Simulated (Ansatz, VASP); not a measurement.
**One calculation of LiF, two programs**

```
Li F
1.0
     0.00000    1.98379    2.01400
     1.98379    0.00000    2.01400
     1.98379    1.98379    0.00000
Li F
1 1
Direct
  0.00000 0.00000 0.00000
  0.50000 0.50000 0.50000
```

Change from the starting cell: strain -0.0150 x Voigt [1, 1, 0, 0, 0, 0], atoms carried along.

Alike in both runs: task single point; functional r2SCAN; k mesh 10 × 10 × 10; occupations gaussian, width 0.05 eV; no spin polarisation.

|  | VASP | Ansatz |
| --- | --- | --- |
| version | VASP 6.6.1 | Ansatz 0.2.0 |
| potentials or method | VASP PAW PBE potentials, release 64 (Li_sv, F), cutoff 520 eV | scalar-relativistic, plane waves, PAW |
| valence electrons in the cell | 10 | 10 |

|  | VASP | Ansatz | Ansatz less VASP |
| --- | --- | --- | --- |
| gap on the k mesh at the Fermi level (eV) | 10.54 | 10.32 | -0.222 |
| least direct gap on the mesh (eV) | 10.54 | 10.32 | -0.222 |

VASP's potentials were made for PBE, not for r2SCAN.

Noted on VASP's run: the cutoff is short for stress, so the pressure is rough.
